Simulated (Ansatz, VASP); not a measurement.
# K3Ba in VASP and in Ansatz

```
K Ba
1.0
     6.56290    0.00000    0.00000
     0.00000    6.56290    0.00000
     0.00000    0.00000    6.56290
K Ba
3 1
Cartesian
  0.0000 3.2814 3.2814
  3.2814 0.0000 3.2814
  3.2814 3.2814 0.0000
  0.0000 -0.0250 0.0000
```

Alike in both runs: task single point; functional LDA; k mesh 4 × 4 × 4; occupations gaussian, width 0.1 eV; no spin polarisation.

|  | VASP | Ansatz |
| --- | --- | --- |
| version | VASP 6.6.1 | Ansatz 0.2.0 |
| potentials or method | VASP PAW LDA potentials, release 64 (K_sv, Ba_sv), cutoff 500 eV | plane waves, PAW |
| valence electrons in the cell | 37 | 37 |

|  | VASP | Ansatz | Ansatz less VASP |
| --- | --- | --- | --- |
| rms of the force components (eV/Å) | 0.007 | 0.007 | 0.0000 |

LDA's correlation is that of Perdew and Zunger in VASP and of Perdew and Wang (1992) in Ansatz. Atom by atom the forces differ by 0.000 eV/Å (rms over components).

Neither program's run includes spin-orbit coupling.
